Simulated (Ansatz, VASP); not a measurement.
**BaZrO3: VASP beside Ansatz**

```
Ba Zr O
1.0
     4.19134    0.00000    0.00000
     0.00000    4.19134    0.00000
     0.00000    0.00000    4.19134
Ba Zr O
1 1 3
Direct
  0.00000 0.00000 0.00000
  0.50000 0.50000 0.50000
  0.00000 0.50000 0.50000
  0.50000 0.00000 0.50000
  0.50000 0.50000 0.00000
```

Alike in both runs: task single point; functional PBE; k mesh 6 × 6 × 6; occupations fermi-dirac, width 0.02 eV; no spin polarisation.

```csv
,VASP,Ansatz
version,VASP 6.6.1,Ansatz 0.2.0
potentials or method,"VASP PAW PBE potentials, release 64 (Ba_sv, Zr_sv, O), cutoff 520 eV","plane waves, PAW"
valence electrons in the cell,40,40
```

Ansatz gave:

- pressure (GPa): 4.0

Problem. What did VASP give for the same quantities?

Solution. Pressure (GPa): 5.1.

The functional is the same, so the differences come from potentials, cutoffs and numerics.

Spin-orbit coupling is off throughout.
